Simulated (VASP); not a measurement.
# MnO2 (P4_2/mnm) in VASP: further runs

The runs below take MnO2 through single point, with PBEsol.

Program: VASP 6.6.1. These are calculated values, not measurements. Logs are shortened: lines on timing, memory, paths and dates and some standing lists are left out, and cuts for length are marked.

## (1) The cell of the first run

The structure is tetragonal, space group P4_2/mnm (No. 136). The conventional cell has a = 4.400 Å, b = 4.400 Å, c = 2.867 Å, α = 90.00°, β = 90.00°, γ = 90.00°. Mn (site symmetry mmm) has 6 O at 1.88 to 1.90 Å within 2.5 Å. O (site symmetry m2m) has 3 Mn at 1.88 to 1.90 Å and 1 O at 2.43 Å within 2.5 Å.

## (2) Single point, PBEsol, collinear spin, ferrimagnetic start

INCAR reads:

```
SYSTEM = MnO2
ALGO = Normal
EDIFF = 1E-6
ENCUT = 520
GGA = PS
ISIF = 2
ISMEAR = -1
ISPIN = 2
LASPH = .TRUE.
LCHARG = .TRUE.
LELF = .TRUE.
LMAXMIX = 4
LORBIT = 11
LREAL = .FALSE.
LVHAR = .TRUE.
LWAVE = .FALSE.
MAGMOM = 4 -2 0 0 0 0
NBANDS = 38
NELM = 150
PREC = Accurate
SIGMA = 0.05
```

KPOINTS reads:

```
k-points
0
G
  6 6 9
  0 0 0
```

POSCAR reads:

```
MnO2
1.0
    4.4004184607      0.0000000000      0.0000000000
    0.0000000000      4.4004184607      0.0000000000
    0.0000000000      0.0000000000      2.8670779400
Mn O
2 4
Direct
    0.5000000000      0.5000000000      0.5000000000
    0.0000000000      0.0000000000      0.0000000000
    0.8049161500      0.1950838500      0.5000000000
    0.6950838500      0.6950838500      0.0000000000
    0.1950838500      0.8049161500      0.5000000000
    0.3049161500      0.3049161500      0.0000000000
```

Potentials or basis: VASP PAW PBE potentials, release 64 (Mn_pv, O).

On the command line:

```sh
$ cat potpaw_PBE.64/Mn_pv/POTCAR potpaw_PBE.64/O/POTCAR > POTCAR
$ mpirun -np 1 vasp_std > vasp.out
```

OUTCAR:

```text
SYSTEM = MnO2
   EDIFF = 1E-6
   ENCUT = 520
   GGA = PS
   ISIF = 2
   ISMEAR = -1
   ISPIN = 2
   LASPH = .TRUE.
   LORBIT = 11
   LREAL = .FALSE.
   NELM = 150
   PREC = Accurate

 ion  position               nearest neighbor table
   1  0.500  0.500  0.500-   4 1.88   6 1.88   4 1.88   6 1.88   5 1.90   3 1.90
   2  0.000  0.000  0.000-   3 1.88   5 1.88   3 1.88   5 1.88   4 1.90   6 1.90
   3  0.805  0.195  0.500-   2 1.88   2 1.88   1 1.90
   4  0.695  0.695  0.000-   1 1.88   1 1.88   2 1.90
   5  0.195  0.805  0.500-   2 1.88   2 1.88   1 1.90
   6  0.305  0.305  0.000-   1 1.88   1 1.88   2 1.90

  LATTYP: Found a simple tetragonal cell.
 ALAT       =     4.4004184607
 C/A-ratio  =     0.6515466576

  Lattice vectors:

 A1 = (   4.4004184607,   0.0000000000,   0.0000000000)
 A2 = (   0.0000000000,   4.4004184607,   0.0000000000)
 A3 = (   0.0000000000,   0.0000000000,   2.8670779400)

Analysis of symmetry for initial positions (statically):
=====================================================================
 Subroutine PRICEL returns:
 Original cell was already a primitive cell.

 Routine SETGRP: Setting up the symmetry group for a
 simple tetragonal supercell.

 Subroutine GETGRP returns: Found 16 space group operations
 (whereof  8 operations were pure point group operations)
 out of a pool of 16 trial point group operations.

The static configuration has the point symmetry D_2h.
 The point group associated with its full space group is D_4h.

Analysis of symmetry for dynamics (positions and initial velocities):
=====================================================================
 Subroutine PRICEL returns:
 Original cell was already a primitive cell.

 Routine SETGRP: Setting up the symmetry group for a
 simple tetragonal supercell.

 Subroutine GETGRP returns: Found 16 space group operations
 (whereof  8 operations were pure point group operations)
 out of a pool of 16 trial point group operations.

The dynamic configuration has the point symmetry D_2h.
 The point group associated with its full space group is D_4h.

Analysis of structural, dynamic, and magnetic symmetry:
=====================================================================
 Subroutine PRICEL returns:
 Original cell was already a primitive cell.

 Routine SETGRP: Setting up the symmetry group for a
 simple tetragonal supercell.

 Subroutine GETGRP returns: Found  8 space group operations
 (whereof  8 operations were pure point group operations)
 out of a pool of 16 trial point group operations.

The overall configuration has the point symmetry D_2h.

 Subroutine INISYM returns: Found  8 space group operations
 (whereof  8 operations are pure point group operations),
 and found     1 'primitive' translations

----------------------------------------------------------------------------------------

                                     Primitive cell

  volume of cell :      55.5172

  direct lattice vectors                    reciprocal lattice vectors
     4.400418461  0.000000000  0.000000000     0.227251115  0.000000000  0.000000000
     0.000000000  4.400418461  0.000000000     0.000000000  0.227251115  0.000000000
     0.000000000  0.000000000  2.867077940     0.000000000  0.000000000  0.348787170

  length of vectors
     4.400418461  4.400418461  2.867077940     0.227251115  0.227251115  0.348787170

  position of ions in fractional coordinates (direct lattice)
     0.500000000  0.500000000  0.500000000
     0.000000000  0.000000000  0.000000000
     0.804916150  0.195083850  0.500000000
     0.695083850  0.695083850  0.000000000
     0.195083850  0.804916150  0.500000000
     0.304916150  0.304916150  0.000000000

  ion indices of the primitive-cell ions
   primitive index   ion index
                 1           1
                 2           2
                 3           3
                 4           4
[... 30 lines left out ...]
            Coordinates               Weight
  0.000000  0.000000  0.000000      1.000000
  0.166667  0.000000  0.000000      4.000000
  0.333333  0.000000  0.000000      4.000000
  0.500000  0.000000  0.000000      2.000000
  0.166667  0.166667  0.000000      2.000000
 -0.166667  0.166667  0.000000      2.000000
[... 16 lines left out ...]
  0.333333  0.333333  0.111111      4.000000
 -0.333333  0.333333  0.111111      4.000000
 [... further k-points ...]
   k-points           NKPTS =     65   k-points in BZ     NKDIM =     65   number of bands    NBANDS=     38
   number of dos      NEDOS =    301   number of ions     NIONS =      6
   total plane-waves  NPLWV =  31104
   dimension x,y,z NGX =    36 NGY =   36 NGZ =   24
   dimension x,y,z NGXF=    72 NGYF=   72 NGZF=   48
   ions per type =               2   4
   NGX,Y,Z   is equivalent  to a cutoff of  13.60, 13.60, 13.92 a.u.
   NGXF,Y,Z  is equivalent  to a cutoff of  27.20, 27.20, 27.83 a.u.
 SYSTEM =  MnO2
   PREC   = accura    normal or accurate (medium, high low for compatibility)
   ISTART =      0    job   : 0-new  1-cont  2-samecut
   ICHARG =      2    charge: 1-file 2-atom 10-const
   ISPIN  =      2    spin polarized calculation?
   LNONCOLLINEAR =      F non collinear calculations
   LSORBIT =      F    spin-orbit coupling
   LASPH  =      T    aspherical Exc in radial PAW
   ENCUT  =  520.0 eV  38.22 Ry    6.18 a.u.   8.18  8.18  5.33*2*pi/ulx,y,z
   NELM   =    150;   NELMIN=  2; NELMDL= -5     # of ELM steps
   EDIFF  = 0.1E-05   stopping-criterion for ELM
   LREAL  =      F    real-space projection
   EDIFFG = 0.1E-04   stopping-criterion for IOM
   NSW    =      0    number of steps for IOM
   IBRION =     -1    ionic relax: 0-MD 1-quasi-New 2-CG
   NFREE  =      0    steps in history (QN), initial steepest desc. (CG)
   ISIF   =      2    stress and relaxation
   ISYM   =      2    0-nonsym 1-usesym 2-fastsym
   POTIM  = 0.5000    time-step for ionic-motion
   TEBEG  =    0.0;   TEEND  =   0.0 temperature during run
   PSTRESS=    0.0 pullay stress
   NELECT =      50.0000    total number of electrons
   NUPDOWN=      -1.0000    fix difference up-down
   EMIN   =  10.00;   EMAX   =-10.00  energy-range for DOS
   EFERMI =   0.00;   METHOD = LEGACY
   ISMEAR =    -1;   SIGMA  =   0.05  broadening in eV -4-tet -1-fermi 0-gaus
   EFERMI_NEDOS =   21; number of points for ismear=-14 and -15
   IALGO  =     38    algorithm
   IMIX   =      4    mixing-type and parameters
     AMIX     =   0.40;   BMIX     =  1.00
     AMIX_MAG =   1.60;   BMIX_MAG =  1.00
  volume/ion in A,a.u.               =       9.25        62.44
  Fermi-wavevector in a.u.,A,eV,Ry     =   1.580965  2.987591 34.007101  2.499451
  Thomas-Fermi vector in A             =   2.681113
   LORBIT       =     11    0 simple, 1 ext, 2 COOP (PROOUT), +10 PAW based schemes
   GGA     = PS    functional components
   LHFCALC =     F    Hartree Fock is set to
   AEXX    =    0.0000 exact exchange contribution
   IVDW    =     0    specifies the selected vdW correction
   LEPSILON=     F    determine dielectric tensor
   LRPA    =     F    only Hartree local field effects (RPA)
 spin polarized calculation
  energy-cutoff  :      520.00
  volume of cell :       55.52
 maximum number of plane-waves:      1514
 NGX is ok and might be reduce to    36
   NGX = 17   NGY = 17   NGZ = 11

 number of electron      49.9999968 magnetization      -0.0000618

 number of electron      49.9999968 magnetization       0.0000259

 Free energy of the ion-electron system (eV)
  ---------------------------------------------------
  ext. energy  EPLUGINS =         0.00000000
  ---------------------------------------------------
  free energy    TOTEN  =       -50.58861830 eV

  energy without entropy =      -50.57847757  energy(sigma->0) =      -50.58354793

 E-fermi :   5.2784     XC(G=0): -12.3238

 val. band max:        5.2734763047   @ k =   0.3333   0.3333   0.0000
 cond. band min:       5.2845059820   @ k =   0.0000   0.0000   0.4444
 fundamental gap:      0.0110296773
 Fermi energy:         5.2783765297

 spin component 1

 k-point     1 :       0.0000    0.0000    0.0000
  band No.  band energies     occupation
      1     -45.1180      1.00000
      2     -45.0295      1.00000
      3     -44.9611      1.00000
      4     -42.3657      1.00000
      5     -42.3286      1.00000
      6     -42.2927      1.00000
[... 949 lines left out ...]
     36      18.7101      0.00000
     37      20.0959      0.00000

 [... further k-points ...]

 spin component 2

 k-point     1 :       0.0000    0.0000    0.0000
  band No.  band energies     occupation
      1     -45.1181      1.00000
      2     -45.0295      1.00000
      3     -44.9612      1.00000
      4     -42.3657      1.00000
      5     -42.3286      1.00000
      6     -42.2927      1.00000
[... 949 lines left out ...]
     36      19.0277      0.00000
     37      20.1378      0.00000

 [... further k-points ...]

 [bands above 37 left out]

------------------------ aborting loop because EDIFF is reached ----------------------------------------

  FORCE on cell =-STRESS in cart. coord.  units (eV):
  Direction    XX          YY          ZZ          XY          YZ          ZX
  --------------------------------------------------------------------------------------
  -------------------------------------------------------------------------------------
  Total       -1.7158885     -1.7158885     -2.3842889      0.0000171      0.0000000      0.0000000
  in kB      -49.5190380    -49.5190380    -68.8084872      0.0004945      0.0000000      0.0000000
  external PRESSURE =     -55.9488544 kB  Pullay stress =       0.0000000 kB

 VOLUME and BASIS-vectors are now :
 -----------------------------------------------------------------------------
  energy-cutoff  :      520.00
  volume of cell :       55.52
      direct lattice vectors                 reciprocal lattice vectors
     4.400418461  0.000000000  0.000000000     0.227251115  0.000000000  0.000000000
     0.000000000  4.400418461  0.000000000     0.000000000  0.227251115  0.000000000
     0.000000000  0.000000000  2.867077940     0.000000000  0.000000000  0.348787170

 POSITION                                       TOTAL-FORCE (eV/Angst)
 -----------------------------------------------------------------------------------
      2.20021      2.20021      1.43354        -0.000000      0.000000      0.000000
      0.00000      0.00000      0.00000        -0.000000      0.000000      0.000000
      3.54197      0.85845      1.43354        -0.063957      0.063957      0.000000
      3.05866      3.05866      0.00000         0.063812      0.063812     -0.000000
      0.85845      3.54197      1.43354         0.063957     -0.063957      0.000000
      1.34176      1.34176      0.00000        -0.063812     -0.063812      0.000000
 -----------------------------------------------------------------------------------
    total drift:                                0.000000      0.000000      0.000000

  FREE ENERGIE OF THE ION-ELECTRON SYSTEM (eV)
  ---------------------------------------------------
  free  energy   TOTEN  =       -50.5886182957 eV

  energy  without entropy=      -50.5784775707  energy(sigma->0) =      -50.58354793

 total charge

# of ion       s       p       d       tot
------------------------------------------
    1        0.358   6.475   4.933  11.766
    2        0.358   6.475   4.933  11.766
    3        1.564   3.437   0.000   5.001
    4        1.564   3.437   0.000   5.001
    5        1.564   3.437   0.000   5.001
    6        1.564   3.437   0.000   5.001
--------------------------------------------------
tot          6.973  26.697   9.865  43.535

 magnetization (x)

# of ion       s       p       d       tot
------------------------------------------
    1        0.012   0.020   2.438   2.471
    2       -0.012  -0.020  -2.438  -2.471
    3       -0.001  -0.046   0.000  -0.047
    4        0.001   0.046   0.000   0.047
    5       -0.001  -0.046   0.000  -0.047
    6        0.001   0.046   0.000   0.047
--------------------------------------------------
tot         -0.000   0.000  -0.000  -0.000
```

It took 2 min on 1 thread of Intel Xeon 6975P-C (Granite Rapids), shared host; peak memory 0.32 GiB.

Results:

```yaml
Free_energy: -50.5886 eV
Pressure: -5.6 GPa
Largest_force: 0.090 eV/Å
Band_gap_on_the_k_mesh: zero (filled and empty bands overlap)
Net_moment: 0.00 μB per cell
Site_moments: Mn +2.47, -2.47; O -0.05, +0.05 μB
Valence_electrons_inside_the_program's_atomic_spheres: Mn 11.77; O 5.00
```

Forces on the atoms (eV/Å):
```
Mn   0.000  0.000  0.000
Mn   0.000  0.000  0.000
O   -0.064  0.064  0.000
O    0.064  0.064  0.000
O    0.064 -0.064  0.000
O   -0.064 -0.064  0.000
```

Caveat: the PAW data sets were made with another functional, which shifts forces and pressure a little; semilocal functionals often make such compounds metallic where correlation or magnetic order opens a gap, which also shifts bond lengths. With open d or f shells a metallic result of PBEsol can be an artefact of self-interaction; +U or a hybrid may open a gap.

## (3) Single point, PBEsol, collinear spin, ferrimagnetic start

INCAR reads:

```
SYSTEM = MnO2
PREC = Accurate ; ENCUT = 520
EDIFF = 1E-7 ; ISMEAR = -1
SIGMA = 0.05 ; LREAL = .False.
LASPH = .True. ; NELM = 150
ALGO = Normal ; ISIF = 2
LWAVE = .False. ; LCHARG = .True.
ISPIN = 2 ; MAGMOM = -2.09 4.04 0 0 0 0
LORBIT = 11 ; LMAXMIX = 4
GGA = PS ; LELF = .True.
LVHAR = .True. ; NBANDS = 38
```

KPOINTS reads:

```
regular mesh
0
Gamma
  6 6 9
  0 0 0
```

POSCAR is that of step 2.

Potentials or basis: VASP PAW PBE potentials, release 64 (Mn_pv, O).

On the command line:

```sh
$ cat potpaw_PBE.64/Mn_pv/POTCAR potpaw_PBE.64/O/POTCAR > POTCAR
$ mpirun -np 1 vasp_std > vasp.out
```

Wall time 2.2 min (1 thread of Intel Xeon 6975P-C (Granite Rapids), shared host); peak memory 0.32 GiB.

Results (log left out):

| Quantity | Value |
| --- | --- |
| Free energy | -50.5886 eV |
| Pressure | -5.5 GPa |
| Largest force | 0.090 eV/Å |
| Band gap on the k mesh | zero (filled and empty bands overlap) |
| Net moment | 0.00 μB per cell |
| Site moments | Mn -2.47, +2.47; O +0.05, -0.05 μB |
| Valence electrons inside the program's atomic spheres | Mn 11.77; O 5.00 |

Forces in eV/Å, atoms in the order of the input:
```
Mn   0.000  0.000  0.000
Mn   0.000  0.000  0.000
O   -0.064  0.064  0.000
O    0.064  0.064  0.000
O    0.064 -0.064  0.000
O   -0.064 -0.064  0.000
```

Stress tensor (GPa, compression positive):
```
-4.90  0.00  0.00
 0.00 -4.90  0.00
 0.00  0.00 -6.83
```

Levels at points of the mesh, in eV from the Fermi level:
Spin up:
```tsv
k point	band 21	band 22	band 23	band 24	band 25	band 26	band 27	band 28	band 29	band 30
(0.00, 0.00, 0.00)	-1.69	-1.55	-1.16	-1.11	-0.45	-0.29	0.28	1.12	1.93	3.15
(0.50, 0.00, 0.00)	-1.87	-1.51	-1.47	-1.23	-0.46	0.74	1.08	1.71	2.36	2.60
(0.50, 0.50, 0.00)	-2.31	-2.16	-2.10	-2.06	-0.36	0.22	0.27	2.09	2.18	2.99
```
Spin down:
```csv
k point,band 22,band 23,band 24,band 25,band 26,band 27,band 28,band 29
"(0.00, 0.00, 0.00)",-1.55,-1.16,-1.11,-0.45,-0.29,0.28,1.12,1.93
"(0.50, 0.00, 0.00)",-1.51,-1.47,-1.23,-0.46,0.74,1.08,1.71,2.36
"(0.50, 0.50, 0.00)",-2.16,-2.10,-2.06,-0.36,0.22,0.27,2.09,2.18
```

Caveat: the PAW data sets were made with another functional, which shifts forces and pressure a little; semilocal functionals often make such compounds metallic where correlation or magnetic order opens a gap, which also shifts bond lengths. With open d or f shells a metallic result of PBEsol can be an artefact of self-interaction; +U or a hybrid may open a gap.
